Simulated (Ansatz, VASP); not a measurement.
# One calculation of MgO, two programs

```
Mg O
1.0
     0.00000    1.86523    2.79784
     1.86523    0.00000    2.79784
     1.86523    1.86523    0.00000
Mg O
1 1
Cartesian
  0.0000 0.0000 0.0000
  1.8652 1.8652 2.7978
```

Alike in both runs: task single point; functional PBE; k mesh 10 × 10 × 10; occupations gaussian, width 0.05 eV; no spin polarisation.

|  | VASP | Ansatz |
| --- | --- | --- |
| version | VASP 6.6.1 | Ansatz 0.2.0 |
| potentials or method | VASP PAW PBE potentials, release 64 (Mg, O), cutoff 520 eV | scalar-relativistic, plane waves, PAW |
| valence electrons in the cell | 8 | 16 |

```tsv
	VASP	Ansatz	Ansatz less VASP
gap on the k mesh at the Fermi level (eV)	3.57	3.59	+0.018
least direct gap on the mesh (eV)	3.57	3.59	+0.018
```

VASP's potentials hold 8 valence electrons a cell and Ansatz's 16, so a difference there can come from the potentials and not from the codes.
